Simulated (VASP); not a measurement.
# Ir: relaxation of cell and atoms with PBE

Ir:

```
Ir
1.0
     0.00000    2.81619    2.81619
     2.81619    0.00000    2.81619
     2.81619    2.81619    0.00000
Ir
3
Cartesian
  1.4081 1.4081 1.4081
  2.8162 2.8162 2.8162
  4.2243 4.2243 4.2243
```

The cell was built from a structure type or drawn by symmetry, and may not be a known phase.

| Item | Value |
| --- | --- |
| Program | VASP 6.6.1 |
| Task | relaxation of cell and atoms |
| Functional | PBE |
| Potentials or basis | VASP PAW PBE potentials, release 64 (Ir) |
| Cutoff | 600 eV |
| k mesh | 6 × 6 × 6 |
| Occupations | gaussian, width 0.1 eV |
| Spin | no spin polarisation |
| Dipole correction | no |
| Further INCAR settings | ALGO = Normal; EDIFF = 1e-06; IBRION = 2; EDIFFG = -0.04; NSW = 90; ISIF = 3 |

```
Relaxed volume                        : 17.35 Å³/atom
Relaxed cell                          : a = 4.191 Å, b = 4.191 Å, c = 4.191 Å, α = 60.00°, β = 60.00°, γ = 60.00°
Space group after relaxing (to 0.1 Å) : Fm-3m (No. 225)
Pressure after relaxing               : 0.0 GPa
Band gap on the k mesh                : zero (an odd number of electrons rules out a gap without spin polarisation)
```

Final structure:
```
CELL_PARAMETERS angstrom
0.00000 2.96320 2.96320
2.96320 0.00000 2.96320
2.96320 2.96320 0.00000
ATOMIC_POSITIONS crystal
Ir 0.25000 0.25000 0.25000
Ir 0.50000 0.50000 0.50000
Ir 0.75000 0.75000 0.75000
```

Levels at points of the mesh, in eV from the Fermi level:
| k point | band 9 | band 10 | band 11 | band 12 | band 13 | band 14 | band 15 | band 16 | band 17 |
| --- | --- | --- | --- | --- | --- | --- | --- | --- | --- |
| (0.00, 0.00, 0.00) | -4.39 | -0.13 | -0.13 | 0.08 | 0.08 | 0.08 | 0.49 | 0.49 | 7.99 |
| (0.50, 0.00, 0.00) | -3.30 | -2.39 | -2.39 | -2.12 | -0.31 | -0.31 | 0.61 | 0.61 | 1.74 |
| (0.50, 0.50, 0.00) | -2.38 | -2.38 | -0.86 | -0.68 | 0.39 | 1.02 | 1.02 | 1.03 | 1.56 |

It took 33 s on 1 thread of Intel(R) Xeon(R) 6975P-C (Granite Rapids) (shared host), peak memory 0.18 GiB.

Caveat: the volume moved by over 15 % at a fixed basis, so the end points are rough; spin-orbit coupling is left out, which moves the levels of the heavy elements.
